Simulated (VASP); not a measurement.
# MgO (I4mm) in VASP: further runs

Runs on MgO. Level: PBEsol. Tasks: single point.

Program: VASP 6.6.1. These are calculated values, not measurements. Logs are shortened: lines on timing, memory, paths and dates and some standing lists are left out, and cuts for length are marked.

**1. The cell of the first run**

It takes space group I4mm (No. 107, tetragonal). The conventional cell has a = 2.980 Å, b = 2.980 Å, c = 4.214 Å, α = 90.00°, β = 90.00°, γ = 90.00°. Mg (site symmetry 4mm) has 6 O at 1.91 to 2.31 Å within 2.5 Å. Within 2.5 Å of O (site symmetry 4mm) lie 6 Mg at 1.91 to 2.31 Å.

**2. Single point, PBEsol (all Mg atoms moved -0.200 Å, as atom 1 along Cartesian [0 1 0])**

The input, INCAR:

```
ALGO     = Normal         # electronic algorithm
EDIFF    = 1E-6           # SCF threshold, eV
ENCUT    = 520            # plane-wave cutoff, eV
GGA      = PS             # functional
ISIF     = 2              # what is computed and relaxed
ISMEAR   = 0              # smearing method
LASPH    = True           # aspherical terms in the spheres
LCHARG   = True           # write CHGCAR
LELF     = True           # ELF
LREAL    = False          # projectors in reciprocal space
LVHAR    = True         
LWAVE    = False          # write WAVECAR
NBANDS   = 11             # bands
NELM     = 100            # most SCF steps
PREC     = Accurate       # precision mode
SIGMA    = 0.05           # smearing width, eV
```

The input, KPOINTS:

```
k-points
0
Gamma
  10 10 10
```

The input, POSCAR:

```
MgO
1.0
    0.0000000000      2.1071057202      2.1071057202
    2.1071057202      0.0000000000      2.1071057202
    2.1071057202      2.1071057202      0.0000000000
Mg O
1 1
Direct
   -0.0474584635      0.0474584635     -0.0474584635
    0.5000000000      0.5000000000      0.5000000000
```

Potentials or basis: VASP PAW PBE potentials, release 64 (Mg, O).

The run is started by

```console
cat potpaw_PBE.64/Mg/POTCAR potpaw_PBE.64/O/POTCAR > POTCAR
mpirun -np 1 vasp_std > vasp.out
```

OUTCAR:

```text
EDIFF = 1E-6
   ENCUT = 520
   GGA = PS
   ISIF = 2
   ISMEAR = 0
   LASPH = True
   LREAL = False
   NELM = 100
   PREC = Accurate

 ion  position               nearest neighbor table
   1  0.953  0.047  0.953-   2 1.91   2 2.12   2 2.12   2 2.12   2 2.12   2 2.31
   2  0.500  0.500  0.500-   1 1.91   1 2.12   1 2.12   1 2.12   1 2.12   1 2.31

  LATTYP: Found a face centered cubic cell.
 ALAT       =     4.2142114404

  Lattice vectors:

 A1 = (   0.0000000000,   2.1071057202,   2.1071057202)
 A2 = (   2.1071057202,   0.0000000000,   2.1071057202)
 A3 = (   2.1071057202,   2.1071057202,   0.0000000000)

Analysis of symmetry for initial positions (statically):
=====================================================================
 Subroutine PRICEL returns:
 Original cell was already a primitive cell.

 Routine SETGRP: Setting up the symmetry group for a
 face centered cubic supercell.

 Subroutine GETGRP returns: Found  8 space group operations
 (whereof  8 operations were pure point group operations)
 out of a pool of 48 trial point group operations.

The static configuration has the point symmetry C_4v.

Analysis of symmetry for dynamics (positions and initial velocities):
=====================================================================
 Subroutine PRICEL returns:
 Original cell was already a primitive cell.

 Routine SETGRP: Setting up the symmetry group for a
 face centered cubic supercell.

 Subroutine GETGRP returns: Found  8 space group operations
 (whereof  8 operations were pure point group operations)
 out of a pool of 48 trial point group operations.

The dynamic configuration has the point symmetry C_4v.

 Subroutine INISYM returns: Found  8 space group operations
 (whereof  8 operations are pure point group operations),
 and found     1 'primitive' translations

----------------------------------------------------------------------------------------

                                     Primitive cell

  volume of cell :      18.7107

  direct lattice vectors                    reciprocal lattice vectors
     0.000000000  2.107105720  2.107105720    -0.237292318  0.237292318  0.237292318
     2.107105720  0.000000000  2.107105720     0.237292318 -0.237292318  0.237292318
     2.107105720  2.107105720  0.000000000     0.237292318  0.237292318 -0.237292318

  length of vectors
     2.979897487  2.979897487  2.979897487     0.411002351  0.411002351  0.411002351

  position of ions in fractional coordinates (direct lattice)
     0.952541537  0.047458463  0.952541537
     0.500000000  0.500000000  0.500000000

  ion indices of the primitive-cell ions
   primitive index   ion index
                 1           1
                 2           2

----------------------------------------------------------------------------------------

 KPOINTS: k-points

Automatic generation of k-mesh.
 Grid dimensions read from file:
 generate k-points for:   10   10   10

 Generating k-lattice:

  Cartesian coordinates                     Fractional coordinates (reciprocal lattice)
    -0.023729232  0.023729232  0.023729232     0.100000000  0.000000000  0.000000000
     0.023729232 -0.023729232  0.023729232     0.000000000  0.100000000  0.000000000
     0.023729232  0.023729232 -0.023729232     0.000000000  0.000000000  0.100000000

  Length of vectors
     0.041100235  0.041100235  0.041100235

  Shift w.r.t. Gamma in fractional coordinates (k-lattice)
     0.000000000  0.000000000  0.000000000

 Subroutine IBZKPT returns following result:
 ===========================================

 Found    102 irreducible k-points:

 Following reciprocal coordinates:
            Coordinates               Weight
  0.000000  0.000000  0.000000      1.000000
  0.100000  0.000000  0.000000      8.000000
  0.200000  0.000000  0.000000      8.000000
  0.300000  0.000000  0.000000      8.000000
  0.400000  0.000000  0.000000      8.000000
  0.500000  0.000000  0.000000      4.000000
[... 16 lines left out ...]
 -0.100000  0.100000  0.000000      8.000000
  0.100000  0.000000 -0.100000      4.000000
 [... further k-points ...]
   k-points           NKPTS =    102   k-points in BZ     NKDIM =    102   number of bands    NBANDS=     11
   number of dos      NEDOS =    301   number of ions     NIONS =      2
   total plane-waves  NPLWV =  13824
   dimension x,y,z NGX =    24 NGY =   24 NGZ =   24
   dimension x,y,z NGXF=    48 NGYF=   48 NGZF=   48
   ions per type =               1   1
   NGX,Y,Z   is equivalent  to a cutoff of  13.39, 13.39, 13.39 a.u.
   NGXF,Y,Z  is equivalent  to a cutoff of  26.78, 26.78, 26.78 a.u.
 SYSTEM =  unknown system
   PREC   = accura    normal or accurate (medium, high low for compatibility)
   ISTART =      0    job   : 0-new  1-cont  2-samecut
   ICHARG =      2    charge: 1-file 2-atom 10-const
   ISPIN  =      1    spin polarized calculation?
   LNONCOLLINEAR =      F non collinear calculations
   LSORBIT =      F    spin-orbit coupling
   LASPH  =      T    aspherical Exc in radial PAW
   ENCUT  =  520.0 eV  38.22 Ry    6.18 a.u.   5.54  5.54  5.54*2*pi/ulx,y,z
   NELM   =    100;   NELMIN=  2; NELMDL= -5     # of ELM steps
   EDIFF  = 0.1E-05   stopping-criterion for ELM
   LREAL  =      F    real-space projection
   EDIFFG = 0.1E-04   stopping-criterion for IOM
   NSW    =      0    number of steps for IOM
   IBRION =     -1    ionic relax: 0-MD 1-quasi-New 2-CG
   NFREE  =      0    steps in history (QN), initial steepest desc. (CG)
   ISIF   =      2    stress and relaxation
   ISYM   =      2    0-nonsym 1-usesym 2-fastsym
   POTIM  = 0.5000    time-step for ionic-motion
   TEBEG  =    0.0;   TEEND  =   0.0 temperature during run
   PSTRESS=    0.0 pullay stress
   NELECT =       8.0000    total number of electrons
   NUPDOWN=      -1.0000    fix difference up-down
   EMIN   =  10.00;   EMAX   =-10.00  energy-range for DOS
   EFERMI =   0.00;   METHOD = LEGACY
   ISMEAR =     0;   SIGMA  =   0.05  broadening in eV -4-tet -1-fermi 0-gaus
   EFERMI_NEDOS =   21; number of points for ismear=-14 and -15
   IALGO  =     38    algorithm
   IMIX   =      4    mixing-type and parameters
     AMIX     =   0.40;   BMIX     =  1.00
     AMIX_MAG =   1.60;   BMIX_MAG =  1.00
  volume/ion in A,a.u.               =       9.36        63.13
  Fermi-wavevector in a.u.,A,eV,Ry     =   1.233318  2.330634 20.695468  1.521074
  Thomas-Fermi vector in A             =   2.368053
   LORBIT       =      0    0 simple, 1 ext, 2 COOP (PROOUT), +10 PAW based schemes
   GGA     = PS    functional components
   LHFCALC =     F    Hartree Fock is set to
   AEXX    =    0.0000 exact exchange contribution
   IVDW    =     0    specifies the selected vdW correction
   LEPSILON=     F    determine dielectric tensor
   LRPA    =     F    only Hartree local field effects (RPA)
 non-spin polarized calculation
 Gauss-broadening in eV      SIGMA  =   0.05
  energy-cutoff  :      520.00
  volume of cell :       18.71
 maximum number of plane-waves:       531
 NGX is ok and might be reduce to    24
   NGX = 11   NGY = 11   NGZ = 11

 number of electron       8.0000005 magnetization

 Free energy of the ion-electron system (eV)
  ---------------------------------------------------
  ext. energy  EPLUGINS =         0.00000000
  ---------------------------------------------------
  free energy    TOTEN  =       -12.38877668 eV

  energy without entropy =      -12.38877668  energy(sigma->0) =      -12.38877668

 E-fermi :   3.2808     XC(G=0): -11.2875

 val. band max:        3.0160174905   @ k =   0.0000   0.0000   0.0000
 cond. band min:       7.6259743894   @ k =   0.0000   0.0000   0.0000
 fundamental gap:      4.6099568989
 Fermi energy:         3.2808486744

 k-point     1 :       0.0000    0.0000    0.0000
  band No.  band energies     occupation
      1     -14.1612      2.00000
      2       2.9658      2.00000
      3       3.0160      2.00000
      4       3.0160      2.00000
      5       7.6260      0.00000
      6      18.7477      0.00000
      7      18.8365      0.00000
      8      18.8365      0.00000
      9      22.4277      0.00000
     10      24.4270      0.00000
     11      24.5319      0.00000

 k-point     2 :       0.1000    0.0000    0.0000
  band No.  band energies     occupation
      1     -14.0546      2.00000
      2       2.3298      2.00000
      3       2.9356      2.00000
      4       2.9516      2.00000
      5       8.2562      0.00000
      6      17.4592      0.00000
      7      19.0250      0.00000
      8      19.0599      0.00000
      9      23.6856      0.00000
     10      23.7394      0.00000
     11      24.2540      0.00000

 k-point     3 :       0.2000    0.0000    0.0000
  band No.  band energies     occupation
      1     -13.7614      2.00000
      2       1.0141      2.00000
      3       2.7709      2.00000
      4       2.7880      2.00000
      5       9.4519      0.00000
      6      15.8990      0.00000
      7      19.4331      0.00000
      8      19.4858      0.00000
      9      23.0267      0.00000
     10      23.1852      0.00000
     11      25.2106      0.00000

 k-point     4 :       0.3000    0.0000    0.0000
  band No.  band energies     occupation
      1     -13.3655      2.00000
      2      -0.3011      2.00000
      3       2.5774      2.00000
      4       2.5952      2.00000
      5      10.3861      0.00000
      6      15.1668      0.00000
      7      19.5296      0.00000
      8      19.5307      0.00000
      9      23.5276      0.00000
     10      23.5837      0.00000
     11      24.6702      0.00000
[... 239 lines left out ...]
 k-point    22 :       0.1000    0.0000   -0.2000
  band No.  band energies     occupation
      1     -13.5607      2.00000
      2       0.4679      2.00000
      3       2.3645      2.00000
      4       2.7528      2.00000
      5      10.2275      0.00000
      6      15.2490      0.00000
      7      18.9888      0.00000
      8      19.9475      0.00000
      9      21.8442      0.00000
     10      23.9581      0.00000
     11      26.5038      0.00000

 k-point    23 :      -0.1000    0.1000    0.0000
  band No.  band energies     occupation
      1     -13.8864      2.00000
      2       1.6185      2.00000
      3       2.6818      2.00000
      4       2.8930      2.00000
      5       9.0452      0.00000
      6      16.3768      0.00000
      7      19.0887      0.00000
      8      19.4822      0.00000
      9      22.5736      0.00000
     10      23.8488      0.00000
     11      25.6302      0.00000

 k-point    24 :       0.1000    0.0000   -0.1000
  band No.  band energies     occupation
      1     -13.8867      2.00000
      2       1.6024      2.00000
      3       2.6809      2.00000
      4       2.9075      2.00000
      5       9.0750      0.00000
      6      16.3354      0.00000
      7      19.1371      0.00000
      8      19.4400      0.00000
      9      22.3622      0.00000
     10      23.8531      0.00000
     11      25.8986      0.00000

 [... further k-points ...]

------------------------ aborting loop because EDIFF is reached ----------------------------------------

  FORCE on cell =-STRESS in cart. coord.  units (eV):
  Direction    XX          YY          ZZ          XY          YZ          ZX
  --------------------------------------------------------------------------------------
  -------------------------------------------------------------------------------------
  Total       -0.1442357      1.6069928     -0.1442357      0.0000000      0.0000000     -0.0000000
  in kB      -12.3507809    137.6054209    -12.3507809      0.0000000      0.0000000     -0.0000000
  external PRESSURE =      37.6346197 kB  Pullay stress =       0.0000000 kB

 VOLUME and BASIS-vectors are now :
 -----------------------------------------------------------------------------
  energy-cutoff  :      520.00
  volume of cell :       18.71
      direct lattice vectors                 reciprocal lattice vectors
     0.000000000  2.107105720  2.107105720    -0.237292318  0.237292318  0.237292318
     2.107105720  0.000000000  2.107105720     0.237292318 -0.237292318  0.237292318
     2.107105720  2.107105720  0.000000000     0.237292318  0.237292318 -0.237292318

 POSITION                                       TOTAL-FORCE (eV/Angst)
 -----------------------------------------------------------------------------------
      2.10711      4.01421      2.10711         0.000000      1.401168      0.000000
      2.10711      2.10711      2.10711         0.000000     -1.401168      0.000000
 -----------------------------------------------------------------------------------
    total drift:                               -0.000000     -0.000689     -0.000000

  FREE ENERGIE OF THE ION-ELECTRON SYSTEM (eV)
  ---------------------------------------------------
  free  energy   TOTEN  =       -12.3887766825 eV

  energy  without entropy=      -12.3887766825  energy(sigma->0) =      -12.38877668
```

Run time: 23 s. Hardware: 1 thread of Intel Xeon 8259CL, shared host; peak memory 0.15 GiB.

What came out:

```yaml
Free_energy: -12.3888 eV
Pressure: 3.8 GPa
Largest_force: 1.401 eV/Å
Band_gap_on_the_k_mesh: 4.61 eV, direct
```

Forces in eV/Å, atoms in the order of the input:
```
Mg   0.000  1.401  0.000
O    0.000 -1.401  0.000
```

Stress tensor (GPa, compression positive):
```
-1.24  0.00  0.00
 0.00 13.76  0.00
 0.00  0.00 -1.24
```

Levels at points of the mesh, in eV from the valence-band top:
```
           k point  band 1  band 2  band 3  band 4  band 5  band 6  band 7  band 8  band 9
(0.00, 0.00, 0.00)  -17.18   -0.05    0.00    0.00    4.61   15.73   15.82   15.82   19.41
(0.50, 0.00, 0.00)  -15.88   -4.63   -0.64   -0.63    7.77   12.34   16.15   16.30   20.65
(0.50, 0.50, 0.00)  -15.61   -4.10   -1.38   -1.34    9.08    9.68   13.01   18.78   19.11
(0.50, 0.00, 0.50)  -15.62   -4.05   -1.33   -1.33    8.96    9.61   13.03   18.89   18.89
```

Caveat: the cell differs from its parent crystal (all Mg atoms moved -0.200 Å, as atom 1 along Cartesian [0 1 0]); the PAW data sets were made with another functional, which shifts forces and pressure a little.

(Part 1 of 2 ends here.)
